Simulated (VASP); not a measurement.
# CdSe (Fm-3m) in VASP: notebook

The runs below take CdSe through single point, with PBE.

All numbers are computed with VASP 6.6.1; they aren't measurements. Logs are shortened: lines on timing, memory, paths and dates and some standing lists are left out, and cuts for length are marked.

## (1) The cell of the first run

It takes space group Fm-3m (No. 225, cubic). The conventional cell has a = 5.794 Å, b = 5.794 Å, c = 5.794 Å, α = 90.00°, β = 90.00°, γ = 90.00°. Within 3.8 Å of Cd (site symmetry m-3m) lie 6 Se at 2.90 Å. Se (site symmetry m-3m) has 6 Cd at 2.90 Å within 3.8 Å.

## (2) Single point, PBE (24.31 Å³/atom)

Input file INCAR:

```
PREC     = Accurate       # precision mode
ENCUT    = 520            # plane-wave cutoff, eV
EDIFF    = 1E-6           # SCF threshold, eV
ISMEAR   = 0              # smearing method
SIGMA    = 0.1            # smearing width, eV
LREAL    = F              # projectors in reciprocal space
LASPH    = T              # aspherical terms in the spheres
NELM     = 100            # most SCF steps
ALGO     = Normal         # electronic algorithm
ISIF     = 2              # what is computed and relaxed
LWAVE    = F              # write WAVECAR
LCHARG   = T              # write CHGCAR
GGA      = PE             # functional
LELF     = T              # ELF
LVHAR    = T            
NBANDS   = 16             # bands
```

Input file KPOINTS:

```
Automatic mesh
0
Gamma
  12 12 12
```

Input file POSCAR:

```
CdSe
1.0
    0.0000000000      2.8969947446      2.8969947446
    2.8969947446      0.0000000000      2.8969947446
    2.8969947446      2.8969947446      0.0000000000
Cd Se
1 1
Direct
    0.0000000000      0.0000000000      0.0000000000
    0.5000000000      0.5000000000      0.5000000000
```

Potentials or basis: VASP PAW PBE potentials, release 64 (Cd, Se).

Launch:

```
$ cat potpaw_PBE.64/Cd/POTCAR potpaw_PBE.64/Se/POTCAR > POTCAR
$ mpirun -np 1 vasp_std > vasp.out
```

OUTCAR:

```text
PREC = Accurate
   ENCUT = 520
   EDIFF = 1E-6
   ISMEAR = 0
   LREAL = F
   LASPH = T
   NELM = 100
   ISIF = 2
   GGA = PE

 ion  position               nearest neighbor table
   1  0.000  0.000  0.000-   2 2.90   2 2.90   2 2.90   2 2.90   2 2.90   2 2.90
   2  0.500  0.500  0.500-   1 2.90   1 2.90   1 2.90   1 2.90   1 2.90   1 2.90

  LATTYP: Found a face centered cubic cell.
 ALAT       =     5.7939894892

  Lattice vectors:

 A1 = (   0.0000000000,   2.8969947446,   2.8969947446)
 A2 = (   2.8969947446,   0.0000000000,   2.8969947446)
 A3 = (   2.8969947446,   2.8969947446,   0.0000000000)

Analysis of symmetry for initial positions (statically):
=====================================================================
 Subroutine PRICEL returns:
 Original cell was already a primitive cell.

 Routine SETGRP: Setting up the symmetry group for a
 face centered cubic supercell.

 Subroutine GETGRP returns: Found 48 space group operations
 (whereof 48 operations were pure point group operations)
 out of a pool of 48 trial point group operations.

The static configuration has the point symmetry O_h .

Analysis of symmetry for dynamics (positions and initial velocities):
=====================================================================
 Subroutine PRICEL returns:
 Original cell was already a primitive cell.

 Routine SETGRP: Setting up the symmetry group for a
 face centered cubic supercell.

 Subroutine GETGRP returns: Found 48 space group operations
 (whereof 48 operations were pure point group operations)
 out of a pool of 48 trial point group operations.

The dynamic configuration has the point symmetry O_h .

 Subroutine INISYM returns: Found 48 space group operations
 (whereof 48 operations are pure point group operations),
 and found     1 'primitive' translations

----------------------------------------------------------------------------------------

                                     Primitive cell

  volume of cell :      48.6265

  direct lattice vectors                    reciprocal lattice vectors
     0.000000000  2.896994745  2.896994745    -0.172592650  0.172592650  0.172592650
     2.896994745  0.000000000  2.896994745     0.172592650 -0.172592650  0.172592650
     2.896994745  2.896994745  0.000000000     0.172592650  0.172592650 -0.172592650

  length of vectors
     4.096969258  4.096969258  4.096969258     0.298939239  0.298939239  0.298939239

  position of ions in fractional coordinates (direct lattice)
     0.000000000  0.000000000  0.000000000
     0.500000000  0.500000000  0.500000000

  ion indices of the primitive-cell ions
   primitive index   ion index
                 1           1
                 2           2

----------------------------------------------------------------------------------------

 KPOINTS: Automatic mesh

Automatic generation of k-mesh.
 Grid dimensions read from file:
 generate k-points for:   12   12   12

 Generating k-lattice:

  Cartesian coordinates                     Fractional coordinates (reciprocal lattice)
    -0.014382721  0.014382721  0.014382721     0.083333333  0.000000000  0.000000000
     0.014382721 -0.014382721  0.014382721     0.000000000  0.083333333  0.000000000
     0.014382721  0.014382721 -0.014382721     0.000000000  0.000000000  0.083333333

  Length of vectors
     0.024911603  0.024911603  0.024911603

  Shift w.r.t. Gamma in fractional coordinates (k-lattice)
     0.000000000  0.000000000  0.000000000

 Subroutine IBZKPT returns following result:
 ===========================================

 Found     72 irreducible k-points:

 Following reciprocal coordinates:
            Coordinates               Weight
  0.000000  0.000000  0.000000      1.000000
  0.083333  0.000000  0.000000      8.000000
  0.166667  0.000000  0.000000      8.000000
  0.250000  0.000000  0.000000      8.000000
  0.333333  0.000000  0.000000      8.000000
  0.416667  0.000000  0.000000      8.000000
[... 16 lines left out ...]
  0.500000  0.166667  0.000000     24.000000
 -0.416667  0.166667  0.000000     24.000000
 [... further k-points ...]
   k-points           NKPTS =     72   k-points in BZ     NKDIM =     72   number of bands    NBANDS=     16
   number of dos      NEDOS =    301   number of ions     NIONS =      2
   total plane-waves  NPLWV =  27000
   dimension x,y,z NGX =    30 NGY =   30 NGZ =   30
   dimension x,y,z NGXF=    60 NGYF=   60 NGZF=   60
   ions per type =               1   1
   NGX,Y,Z   is equivalent  to a cutoff of  12.17, 12.17, 12.17 a.u.
   NGXF,Y,Z  is equivalent  to a cutoff of  24.35, 24.35, 24.35 a.u.
 SYSTEM =  unknown system
   PREC   = accura    normal or accurate (medium, high low for compatibility)
   ISTART =      0    job   : 0-new  1-cont  2-samecut
   ICHARG =      2    charge: 1-file 2-atom 10-const
   ISPIN  =      1    spin polarized calculation?
   LNONCOLLINEAR =      F non collinear calculations
   LSORBIT =      F    spin-orbit coupling
   LASPH  =      T    aspherical Exc in radial PAW
   ENCUT  =  520.0 eV  38.22 Ry    6.18 a.u.   7.62  7.62  7.62*2*pi/ulx,y,z
   NELM   =    100;   NELMIN=  2; NELMDL= -5     # of ELM steps
   EDIFF  = 0.1E-05   stopping-criterion for ELM
   LREAL  =      F    real-space projection
   EDIFFG = 0.1E-04   stopping-criterion for IOM
   NSW    =      0    number of steps for IOM
   IBRION =     -1    ionic relax: 0-MD 1-quasi-New 2-CG
   NFREE  =      0    steps in history (QN), initial steepest desc. (CG)
   ISIF   =      2    stress and relaxation
   ISYM   =      2    0-nonsym 1-usesym 2-fastsym
   POTIM  = 0.5000    time-step for ionic-motion
   TEBEG  =    0.0;   TEEND  =   0.0 temperature during run
   PSTRESS=    0.0 pullay stress
   NELECT =      18.0000    total number of electrons
   NUPDOWN=      -1.0000    fix difference up-down
   EMIN   =  10.00;   EMAX   =-10.00  energy-range for DOS
   EFERMI =   0.00;   METHOD = LEGACY
   ISMEAR =     0;   SIGMA  =   0.10  broadening in eV -4-tet -1-fermi 0-gaus
   EFERMI_NEDOS =   21; number of points for ismear=-14 and -15
   IALGO  =     38    algorithm
   IMIX   =      4    mixing-type and parameters
     AMIX     =   0.40;   BMIX     =  1.00
     AMIX_MAG =   1.60;   BMIX_MAG =  1.00
  volume/ion in A,a.u.               =      24.31       164.07
  Fermi-wavevector in a.u.,A,eV,Ry     =   1.175460  2.221298 18.799263  1.381707
  Thomas-Fermi vector in A             =   2.311841
   LORBIT       =      0    0 simple, 1 ext, 2 COOP (PROOUT), +10 PAW based schemes
   GGA     = PE    functional components
   LHFCALC =     F    Hartree Fock is set to
   AEXX    =    0.0000 exact exchange contribution
   IVDW    =     0    specifies the selected vdW correction
   LEPSILON=     F    determine dielectric tensor
   LRPA    =     F    only Hartree local field effects (RPA)
 non-spin polarized calculation
 Gauss-broadening in eV      SIGMA  =   0.10
  energy-cutoff  :      520.00
  volume of cell :       48.63
 maximum number of plane-waves:      1363
   NGX = 15   NGY = 15   NGZ = 15

 number of electron      18.0000008 magnetization

 Free energy of the ion-electron system (eV)
  ---------------------------------------------------
  ext. energy  EPLUGINS =         0.00000000
  ---------------------------------------------------
  free energy    TOTEN  =        -5.19964118 eV

  energy without entropy =       -5.19648451  energy(sigma->0) =       -5.19806284

 E-fermi :   2.0787     XC(G=0):  -9.8862

 val. band max:        2.0461471793   @ k =   0.0000   0.0000   0.0000
 cond. band min:       2.0948532909   @ k =   0.5000   0.4167   0.0000
 fundamental gap:      0.0487061117
 Fermi energy:         2.0786959393

 k-point     1 :       0.0000    0.0000    0.0000
  band No.  band energies     occupation
      1     -10.6931      2.00000
      2      -5.8155      2.00000
      3      -5.8155      2.00000
      4      -5.8001      2.00000
      5      -5.8001      2.00000
      6      -5.8001      2.00000
[... 8 lines left out ...]
     15      11.6919      0.00000
     16      11.6919      0.00000

 k-point     2 :       0.0833    0.0000    0.0000
  band No.  band energies     occupation
      1     -10.6458      2.00000
      2      -5.8282      2.00000
      3      -5.8282      2.00000
      4      -5.8035      2.00000
      5      -5.7929      2.00000
      6      -5.7929      2.00000
[... 8 lines left out ...]
     15      11.3601      0.00000
     16      11.6752      0.00000

 k-point     3 :       0.1667    0.0000    0.0000
  band No.  band energies     occupation
      1     -10.5110      2.00000
      2      -5.8655      2.00000
      3      -5.8655      2.00000
      4      -5.8147      2.00000
      5      -5.7702      2.00000
      6      -5.7702      2.00000
[... 8 lines left out ...]
     15      11.5732      0.00000
     16      11.5732      0.00000

 k-point     4 :       0.2500    0.0000    0.0000
  band No.  band energies     occupation
      1     -10.3120      2.00000
      2      -5.9161      2.00000
      3      -5.9161      2.00000
      4      -5.8366      2.00000
      5      -5.7384      2.00000
      6      -5.7384      2.00000
[... 8 lines left out ...]
     15      12.2119      0.00000
     16      12.2119      0.00000
[... 324 lines left out ...]
 k-point    22 :       0.4167    0.1667    0.0000
  band No.  band energies     occupation
      1      -9.9946      2.00000
      2      -5.9058      2.00000
      3      -5.8998      2.00000
      4      -5.8571      2.00000
      5      -5.6924      2.00000
      6      -5.6732      2.00000
[... 8 lines left out ...]
     15      14.4687      0.00000
     16      15.0231      0.00000

 k-point    23 :       0.5000    0.1667    0.0000
  band No.  band energies     occupation
      1      -9.8764      2.00000
      2      -5.9500      2.00000
      3      -5.8846      2.00000
      4      -5.8673      2.00000
      5      -5.6654      2.00000
      6      -5.6653      2.00000
[... 8 lines left out ...]
     15      14.9316      0.00000
     16      15.0695      0.00000

 k-point    24 :      -0.4167    0.1667    0.0000
  band No.  band energies     occupation
      1      -9.8520      2.00000
      2      -5.9790      2.00000
      3      -5.9077      2.00000
      4      -5.8453      2.00000
      5      -5.6750      2.00000
      6      -5.6496      2.00000
[... 8 lines left out ...]
     15      13.9403      0.00000
     16      14.2335      0.00000

 [... further k-points ...]

------------------------ aborting loop because EDIFF is reached ----------------------------------------

  FORCE on cell =-STRESS in cart. coord.  units (eV):
  Direction    XX          YY          ZZ          XY          YZ          ZX
  --------------------------------------------------------------------------------------
  -------------------------------------------------------------------------------------
  Total       -0.4139807     -0.4139807     -0.4139807      0.0000000      0.0000000     -0.0000000
  in kB      -13.6400997    -13.6400997    -13.6400997      0.0000000      0.0000000     -0.0000000
  external PRESSURE =     -13.6400997 kB  Pullay stress =       0.0000000 kB

 VOLUME and BASIS-vectors are now :
 -----------------------------------------------------------------------------
  energy-cutoff  :      520.00
  volume of cell :       48.63
      direct lattice vectors                 reciprocal lattice vectors
     0.000000000  2.896994745  2.896994745    -0.172592650  0.172592650  0.172592650
     2.896994745  0.000000000  2.896994745     0.172592650 -0.172592650  0.172592650
     2.896994745  2.896994745  0.000000000     0.172592650  0.172592650 -0.172592650

 POSITION                                       TOTAL-FORCE (eV/Angst)
 -----------------------------------------------------------------------------------
      0.00000      0.00000      0.00000         0.000000      0.000000      0.000000
      2.89699      2.89699      2.89699        -0.000000     -0.000000     -0.000000
 -----------------------------------------------------------------------------------
    total drift:                               -0.000000      0.000000      0.000000

  FREE ENERGIE OF THE ION-ELECTRON SYSTEM (eV)
  ---------------------------------------------------
  free  energy   TOTEN  =        -5.1996411816 eV

  energy  without entropy=       -5.1964845074  energy(sigma->0) =       -5.19806284
```

Wall time 90 s (1 thread of Intel Xeon 8259CL, shared host); peak memory 0.21 GiB.

Results:

| Quantity | Value |
| --- | --- |
| Free energy | -5.1996 eV |
| Pressure | -1.4 GPa |
| Band gap on the k mesh | zero (bands 9 and 10 overlap by 0.43 eV) |

Levels at points of the mesh, in eV from the Fermi level:
```csv
k point,band 5,band 6,band 7,band 8,band 9,band 10,band 11,band 12,band 13,band 14
"(0.00, 0.00, 0.00)",-7.88,-7.88,-0.60,-0.60,-0.60,-0.03,8.60,8.60,8.60,9.61
"(0.50, 0.00, 0.00)",-7.75,-7.75,-4.83,-0.08,-0.08,3.02,5.25,5.25,5.71,11.11
"(0.50, 0.50, 0.00)",-7.71,-7.27,-3.95,-1.98,-1.98,-0.47,5.48,9.51,10.10,10.10
```

Caveat: semilocal functionals underestimate gaps, so a narrow gap can read as zero.

[end of part 1 of 2]
